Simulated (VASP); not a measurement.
# Si (Fd-3m) in VASP: notebook

Si is run at these levels: PBE, LDA; tasks: single point.

All numbers are computed with VASP 6.6.1; they aren't measurements. Logs are shortened: lines on timing, memory, paths and dates and some standing lists are left out, and cuts for length are marked.

### 1 The cell of the first run

The structure is cubic, space group Fd-3m (No. 227). Conventional cell: a = 5.444 Å, b = 5.444 Å, c = 5.444 Å, α = 90.00°, β = 90.00°, γ = 90.00°. Within 3.1 Å of Si (site symmetry -43m) lie 4 Si at 2.36 Å.

### 2 Single point, PBE

INCAR reads:

```
PREC     = Accurate       # precision mode
ENCUT    = 520            # plane-wave cutoff, eV
EDIFF    = 1E-7           # SCF threshold, eV
ISMEAR   = 0              # smearing method
SIGMA    = 0.01           # smearing width, eV
LREAL    = False          # projectors in reciprocal space
LASPH    = True           # aspherical terms in the spheres
NELM     = 60             # most SCF steps
ALGO     = Normal         # electronic algorithm
ISIF     = 2              # what is computed and relaxed
LWAVE    = False          # write WAVECAR
LCHARG   = False          # write CHGCAR
GGA      = PE             # functional
NBANDS   = 11             # bands
```

KPOINTS reads:

```
regular mesh
0
Gamma
  4 4 4
```

POSCAR reads:

```
Si
1.0
    0.0000000000      2.7221188957      2.7221188957
    2.7221188957      0.0000000000      2.7221188957
    2.7221188957      2.7221188957      0.0000000000
Si
2
Direct
    0.0000000000      0.0000000000      0.0000000000
    0.2500000000      0.2500000000      0.2500000000
```

Potentials or basis: VASP PAW PBE potentials, release 64 (Si).

Started as:

```sh
> cat potpaw_PBE.64/Si/POTCAR > POTCAR
> mpirun -np 1 vasp_std > vasp.out
```

OUTCAR:

```text
PREC = Accurate
   ENCUT = 520
   EDIFF = 1E-7
   ISMEAR = 0
   LREAL = False
   LASPH = True
   NELM = 60
   ISIF = 2
   GGA = PE

 ion  position               nearest neighbor table
   1  0.000  0.000  0.000-   2 2.36   2 2.36   2 2.36   2 2.36
   2  0.250  0.250  0.250-   1 2.36   1 2.36   1 2.36   1 2.36

  LATTYP: Found a face centered cubic cell.
 ALAT       =     5.4442377914

  Lattice vectors:

 A1 = (   0.0000000000,   2.7221188957,   2.7221188957)
 A2 = (   2.7221188957,   0.0000000000,   2.7221188957)
 A3 = (   2.7221188957,   2.7221188957,   0.0000000000)

Analysis of symmetry for initial positions (statically):
=====================================================================
 Subroutine PRICEL returns:
 Original cell was already a primitive cell.

 Routine SETGRP: Setting up the symmetry group for a
 face centered cubic supercell.

 Subroutine GETGRP returns: Found 48 space group operations
 (whereof 24 operations were pure point group operations)
 out of a pool of 48 trial point group operations.

The static configuration has the point symmetry T_d .
 The point group associated with its full space group is O_h .

Analysis of symmetry for dynamics (positions and initial velocities):
=====================================================================
 Subroutine PRICEL returns:
 Original cell was already a primitive cell.

 Routine SETGRP: Setting up the symmetry group for a
 face centered cubic supercell.

 Subroutine GETGRP returns: Found 48 space group operations
 (whereof 24 operations were pure point group operations)
 out of a pool of 48 trial point group operations.

The dynamic configuration has the point symmetry T_d .
 The point group associated with its full space group is O_h .

 Subroutine INISYM returns: Found 48 space group operations
 (whereof 24 operations are pure point group operations),
 and found     1 'primitive' translations

----------------------------------------------------------------------------------------

                                     Primitive cell

  volume of cell :      40.3414

  direct lattice vectors                    reciprocal lattice vectors
     0.000000000  2.722118896  2.722118896    -0.183680441  0.183680441  0.183680441
     2.722118896  0.000000000  2.722118896     0.183680441 -0.183680441  0.183680441
     2.722118896  2.722118896  0.000000000     0.183680441  0.183680441 -0.183680441

  length of vectors
     3.849657461  3.849657461  3.849657461     0.318143857  0.318143857  0.318143857

  position of ions in fractional coordinates (direct lattice)
     0.000000000  0.000000000  0.000000000
     0.250000000  0.250000000  0.250000000

  ion indices of the primitive-cell ions
   primitive index   ion index
                 1           1
                 2           2

----------------------------------------------------------------------------------------

 KPOINTS: regular mesh

Automatic generation of k-mesh.
 Grid dimensions read from file:
 generate k-points for:    4    4    4

 Generating k-lattice:

  Cartesian coordinates                     Fractional coordinates (reciprocal lattice)
    -0.045920110  0.045920110  0.045920110     0.250000000  0.000000000  0.000000000
     0.045920110 -0.045920110  0.045920110     0.000000000  0.250000000  0.000000000
     0.045920110  0.045920110 -0.045920110     0.000000000  0.000000000  0.250000000

  Length of vectors
     0.079535964  0.079535964  0.079535964

  Shift w.r.t. Gamma in fractional coordinates (k-lattice)
     0.000000000  0.000000000  0.000000000

 Subroutine IBZKPT returns following result:
 ===========================================

 Found      8 irreducible k-points:

 Following reciprocal coordinates:
            Coordinates               Weight
  0.000000  0.000000  0.000000      1.000000
  0.250000  0.000000  0.000000      8.000000
  0.500000  0.000000  0.000000      4.000000
  0.250000  0.250000  0.000000      6.000000
  0.500000  0.250000  0.000000     24.000000
 -0.250000  0.250000  0.000000     12.000000
  0.500000  0.500000  0.000000      3.000000
 -0.250000  0.500000  0.250000      6.000000
   k-points           NKPTS =      8   k-points in BZ     NKDIM =      8   number of bands    NBANDS=     11
   number of dos      NEDOS =    301   number of ions     NIONS =      2
   total plane-waves  NPLWV =  27000
   dimension x,y,z NGX =    30 NGY =   30 NGZ =   30
   dimension x,y,z NGXF=    60 NGYF=   60 NGZF=   60
   ions per type =               2
   NGX,Y,Z   is equivalent  to a cutoff of  12.96, 12.96, 12.96 a.u.
   NGXF,Y,Z  is equivalent  to a cutoff of  25.91, 25.91, 25.91 a.u.
 SYSTEM =  unknown system
   PREC   = accura    normal or accurate (medium, high low for compatibility)
   ISTART =      0    job   : 0-new  1-cont  2-samecut
   ICHARG =      2    charge: 1-file 2-atom 10-const
   ISPIN  =      1    spin polarized calculation?
   LNONCOLLINEAR =      F non collinear calculations
   LSORBIT =      F    spin-orbit coupling
   LASPH  =      T    aspherical Exc in radial PAW
   ENCUT  =  520.0 eV  38.22 Ry    6.18 a.u.   7.16  7.16  7.16*2*pi/ulx,y,z
   NELM   =     60;   NELMIN=  2; NELMDL= -5     # of ELM steps
   EDIFF  = 0.1E-06   stopping-criterion for ELM
   LREAL  =      F    real-space projection
   EDIFFG = 0.1E-05   stopping-criterion for IOM
   NSW    =      0    number of steps for IOM
   IBRION =     -1    ionic relax: 0-MD 1-quasi-New 2-CG
   NFREE  =      0    steps in history (QN), initial steepest desc. (CG)
   ISIF   =      2    stress and relaxation
   ISYM   =      2    0-nonsym 1-usesym 2-fastsym
   POTIM  = 0.5000    time-step for ionic-motion
   TEBEG  =    0.0;   TEEND  =   0.0 temperature during run
   PSTRESS=    0.0 pullay stress
   NELECT =       8.0000    total number of electrons
   NUPDOWN=      -1.0000    fix difference up-down
   EMIN   =  10.00;   EMAX   =-10.00  energy-range for DOS
   EFERMI =   0.00;   METHOD = LEGACY
   ISMEAR =     0;   SIGMA  =   0.01  broadening in eV -4-tet -1-fermi 0-gaus
   EFERMI_NEDOS =   21; number of points for ismear=-14 and -15
   IALGO  =     38    algorithm
   IMIX   =      4    mixing-type and parameters
     AMIX     =   0.40;   BMIX     =  1.00
     AMIX_MAG =   1.60;   BMIX_MAG =  1.00
  volume/ion in A,a.u.               =      20.17       136.12
  Fermi-wavevector in a.u.,A,eV,Ry     =   0.954672  1.804069 12.400344  0.911400
  Thomas-Fermi vector in A             =   2.083440
   LORBIT       =      0    0 simple, 1 ext, 2 COOP (PROOUT), +10 PAW based schemes
   GGA     = PE    functional components
   LHFCALC =     F    Hartree Fock is set to
   AEXX    =    0.0000 exact exchange contribution
   IVDW    =     0    specifies the selected vdW correction
   LEPSILON=     F    determine dielectric tensor
   LRPA    =     F    only Hartree local field effects (RPA)
 non-spin polarized calculation
 Gauss-broadening in eV      SIGMA  =   0.01
  energy-cutoff  :      520.00
  volume of cell :       40.34
 maximum number of plane-waves:      1106
 NGX is ok and might be reduce to    30
   NGX = 15   NGY = 15   NGZ = 15

 number of electron       8.0000001 magnetization

 Free energy of the ion-electron system (eV)
  ---------------------------------------------------
  ext. energy  EPLUGINS =         0.00000000
  ---------------------------------------------------
  free energy    TOTEN  =       -10.66104740 eV

  energy without entropy =      -10.66104740  energy(sigma->0) =      -10.66104740

 E-fermi :   5.8888     XC(G=0):  -9.3530

 val. band max:        5.7945072594   @ k =   0.0000   0.0000   0.0000
 cond. band min:       6.5027971641   @ k =   0.5000   0.5000   0.0000
 fundamental gap:      0.7082899047
 Fermi energy:         5.8888272719

 k-point     1 :       0.0000    0.0000    0.0000
  band No.  band energies     occupation
      1      -6.1201      2.00000
      2       5.7945      2.00000
      3       5.7945      2.00000
      4       5.7945      2.00000
      5       8.3388      0.00000
      6       8.3388      0.00000
      7       8.3388      0.00000
      8       9.0857      0.00000
      9      13.4884      0.00000
     10      13.4884      0.00000
     11      13.7244      0.00000

 k-point     2 :       0.2500    0.0000    0.0000
  band No.  band energies     occupation
      1      -5.3251      2.00000
      2       1.8778      2.00000
      3       5.0372      2.00000
      4       5.0372      2.00000
      5       7.7926      0.00000
      6       9.2788      0.00000
      7       9.2788      0.00000
      8      12.6575      0.00000
      9      12.9654      0.00000
     10      12.9654      0.00000
     11      14.7561      0.00000

 k-point     3 :       0.5000    0.0000    0.0000
  band No.  band energies     occupation
      1      -3.8047      2.00000
      2      -1.1464      2.00000
      3       4.6000      2.00000
      4       4.6000      2.00000
      5       7.3020      0.00000
      6       9.1176      0.00000
      7       9.1176      0.00000
      8      13.5013      0.00000
      9      16.3088      0.00000
     10      16.3088      0.00000
     11      17.0884      0.00000

 k-point     4 :       0.2500    0.2500    0.0000
  band No.  band energies     occupation
      1      -5.0443      2.00000
      2       2.2780      2.00000
      3       3.9129      2.00000
      4       3.9129      2.00000
      5       6.9174      0.00000
      6       8.9118      0.00000
      7      11.5188      0.00000
      8      11.5188      0.00000
      9      13.7896      0.00000
     10      14.6912      0.00000
     11      17.1838      0.00000

 k-point     5 :       0.5000    0.2500    0.0000
  band No.  band energies     occupation
      1      -3.4188      2.00000
      2      -0.5700      2.00000
      3       2.2771      2.00000
      4       3.5993      2.00000
      5       7.3066      0.00000
      6      10.2245      0.00000
      7      11.4988      0.00000
      8      11.6833      0.00000
      9      15.9568      0.00000
     10      16.2904      0.00000
     11      17.8997      0.00000

 k-point     6 :      -0.2500    0.2500    0.0000
  band No.  band energies     occupation
      1      -4.0887      2.00000
      2       0.3269      2.00000
      3       2.0616      2.00000
      4       4.4718      2.00000
      5       8.2257      0.00000
      6      10.5538      0.00000
      7      10.9062      0.00000
      8      11.8968      0.00000
      9      12.2229      0.00000
     10      15.3822      0.00000
     11      18.3621      0.00000

 k-point     7 :       0.5000    0.5000    0.0000
  band No.  band energies     occupation
      1      -1.9996      2.00000
      2      -1.9996      2.00000
      3       2.9556      2.00000
      4       2.9556      2.00000
      5       6.5028      0.00000
      6       6.5028      0.00000
      7      15.8381      0.00000
      8      15.8381      0.00000
      9      16.7378      0.00000
     10      16.7378      0.00000
     11      18.2684      0.00000

 k-point     8 :      -0.2500    0.5000    0.2500
  band No.  band energies     occupation
      1      -1.8381      2.00000
      2      -1.8381      2.00000
      3       1.9636      2.00000
      4       1.9636      2.00000
      5      10.0527      0.00000
      6      10.0527      0.00000
      7      10.7596      0.00000
      8      10.7596      0.00000
      9      16.3233      0.00000
     10      16.3233      0.00000
     11      18.7646      0.00000

------------------------ aborting loop because EDIFF is reached ----------------------------------------

  FORCE on cell =-STRESS in cart. coord.  units (eV):
  Direction    XX          YY          ZZ          XY          YZ          ZX
  --------------------------------------------------------------------------------------
  -------------------------------------------------------------------------------------
  Total        0.4640619      0.4640619      0.4640619      0.0000000      0.0000000      0.0000000
  in kB       18.4304203     18.4304203     18.4304203      0.0000000      0.0000000      0.0000000
  external PRESSURE =      18.4304203 kB  Pullay stress =       0.0000000 kB

 VOLUME and BASIS-vectors are now :
 -----------------------------------------------------------------------------
  energy-cutoff  :      520.00
  volume of cell :       40.34
      direct lattice vectors                 reciprocal lattice vectors
     0.000000000  2.722118896  2.722118896    -0.183680441  0.183680441  0.183680441
     2.722118896  0.000000000  2.722118896     0.183680441 -0.183680441  0.183680441
     2.722118896  2.722118896  0.000000000     0.183680441  0.183680441 -0.183680441

 POSITION                                       TOTAL-FORCE (eV/Angst)
 -----------------------------------------------------------------------------------
      0.00000      0.00000      0.00000         0.000000      0.000000      0.000000
      1.36106      1.36106      1.36106        -0.000000     -0.000000     -0.000000
 -----------------------------------------------------------------------------------
    total drift:                               -0.000000     -0.000000     -0.000000

  FREE ENERGIE OF THE ION-ELECTRON SYSTEM (eV)
  ---------------------------------------------------
  free  energy   TOTEN  =       -10.6610473959 eV

  energy  without entropy=      -10.6610473959  energy(sigma->0) =      -10.66104740
```

Run time: 6.1 s. Hardware: 1 thread of Intel Xeon 6975P-C, shared host; peak memory 0.15 GiB.

Results:

* Free energy: -10.6610 eV
* Pressure: 1.8 GPa
* Band gap on the k mesh: 0.71 eV, indirect (least direct gap 2.54 eV)

Caveat: the k points lie up to 0.50 Å⁻¹ apart.

### 3 Single point, PBE

This run uses another cell than the first one, of 20.46 Å³/atom, 1.014 times its volume.

INCAR reads:

```
SYSTEM = Si
PREC     = Accurate       ! precision mode
ENCUT    = 520            ! plane-wave cutoff, eV
EDIFF    = 1E-6           ! SCF threshold, eV
ISMEAR   = -1             ! smearing method
SIGMA    = 0.02           ! smearing width, eV
LREAL    = .FALSE.        ! projectors in reciprocal space
LASPH    = .TRUE.         ! aspherical terms in the spheres
NELM     = 80             ! most SCF steps
ALGO     = Normal         ! electronic algorithm
ISIF     = 2              ! what is computed and relaxed
LWAVE    = .FALSE.        ! write WAVECAR
LCHARG   = .FALSE.        ! write CHGCAR
GGA      = PE             ! functional
NBANDS   = 11             ! bands
```

KPOINTS reads:

```
Automatic mesh
0
G
  8 8 8
  0 0 0
```

POSCAR reads:

```
Si
1.0
    0.0000000000      2.7351466386      2.7351466386
    2.7351466386      0.0000000000      2.7351466386
    2.7351466386      2.7351466386      0.0000000000
Si
2
Direct
    0.0000000000      0.0000000000      0.0000000000
    0.2500000000      0.2500000000      0.2500000000
```

Potentials or basis: VASP PAW PBE potentials, release 64 (Si).

Started as:

```sh
> cat potpaw_PBE.64/Si/POTCAR > POTCAR
> mpirun -np 1 vasp_std > vasp.out
```

It took 12 s on 1 thread of Intel Xeon 6975P-C, shared host; peak memory 0.16 GiB.

The run converged. Its results:

| Property | Result |
| --- | --- |
| Free energy | -10.8461 eV |
| Pressure | -0.1 GPa |
| Band gap on the k mesh | 0.65 eV, indirect (least direct gap 2.56 eV) |

Levels at points of the mesh, in eV from the valence-band top:
```
           k point  band 2  band 3  band 4  band 5  band 6  band 7
(0.00, 0.00, 0.00)    0.00    0.00    0.00    2.56    2.56    2.56
(0.50, 0.00, 0.00)   -6.86   -1.18   -1.18    1.46    3.35    3.35
(0.50, 0.50, 0.00)   -7.74   -2.79   -2.79    0.75    0.75    9.93
```

A k mesh can miss the band edges. A hybrid or GW would open this gap; PBE tends to underestimate it.

### 4 Single point, LDA

INCAR reads:

```
SYSTEM = Si
  ALGO = Normal
  EDIFF = 1E-6
  ENCUT = 520
  ISIF = 2
  ISMEAR = 0
  LASPH = .True.
  LCHARG = .True.
  LELF = .True.
  LREAL = .False.
  LVHAR = .True.
  LWAVE = .False.
  NBANDS = 11
  NELM = 100
  PREC = Accurate
  SIGMA = 0.01
```

KPOINTS reads:

```
k-points
0
Gamma
  8 8 8
  0 0 0
```

POSCAR reads:

```
Si
1.0
    0.0000000000      2.7221188957      2.7221188957
    2.7221188957      0.0000000000      2.7221188957
    2.7221188957      2.7221188957      0.0000000000
Si
2
Direct
    0.0000000000      0.0000000000      0.0000000000
    0.2500000000      0.2500000000      0.2500000000
```

Potentials or basis: VASP PAW LDA potentials, release 64 (Si).

Started as:

```sh
> cat potpaw_LDA.64/Si/POTCAR > POTCAR
> mpirun -np 1 vasp_std > vasp.out
```

Run time: 12 s. Hardware: 1 thread of Intel Xeon 6975P-C, shared host; peak memory 0.14 GiB.

It converged, with:

| Property | Result |
| --- | --- |
| Free energy | -11.9096 eV |
| Pressure | -2.1 GPa |
| Band gap on the k mesh | 0.53 eV, indirect (least direct gap 2.52 eV) |

Levels at points of the mesh, in eV from the valence-band top:
| k point | band 1 | band 2 | band 3 | band 4 | band 5 | band 6 | band 7 | band 8 |
| --- | --- | --- | --- | --- | --- | --- | --- | --- |
| (0.00, 0.00, 0.00) | -11.91 | 0.00 | 0.00 | 0.00 | 2.52 | 2.52 | 2.52 | 3.12 |
| (0.50, 0.00, 0.00) | -9.59 | -6.96 | -1.19 | -1.19 | 1.40 | 3.29 | 3.29 | 7.50 |
| (0.50, 0.50, 0.00) | -7.79 | -7.79 | -2.83 | -2.83 | 0.62 | 0.62 | 9.91 | 9.91 |

A k mesh can miss the band edges.

### 5 Overview

| level | potentials or basis | cell | k mesh | smearing | gap on the mesh (eV) | pressure (GPa) |
| --- | --- | --- | --- | --- | --- | --- |
| PBE | VASP PAW PBE potentials, release 64 (Si) | a = 3.850 Å, angles 60.0°, 2 atoms | 4 × 4 × 4 | gaussian 0.01 eV | 0.71 | 1.8 |
| PBE | VASP PAW PBE potentials, release 64 (Si) | a = 3.868 Å, angles 60.0°, 2 atoms | 8 × 8 × 8 | fermi-dirac 0.02 eV | 0.65 | -0.1 |
| LDA | VASP PAW LDA potentials, release 64 (Si) | a = 3.850 Å, angles 60.0°, 2 atoms | 8 × 8 × 8 | gaussian 0.01 eV | 0.53 | -2.1 |

Alike in all rows: task single point; no spin polarisation; cutoff (eV) 520.

Caveats: some runs use coarse meshes.

Total energies depend on the potentials used, so only differences within one code and one set of settings carry meaning.
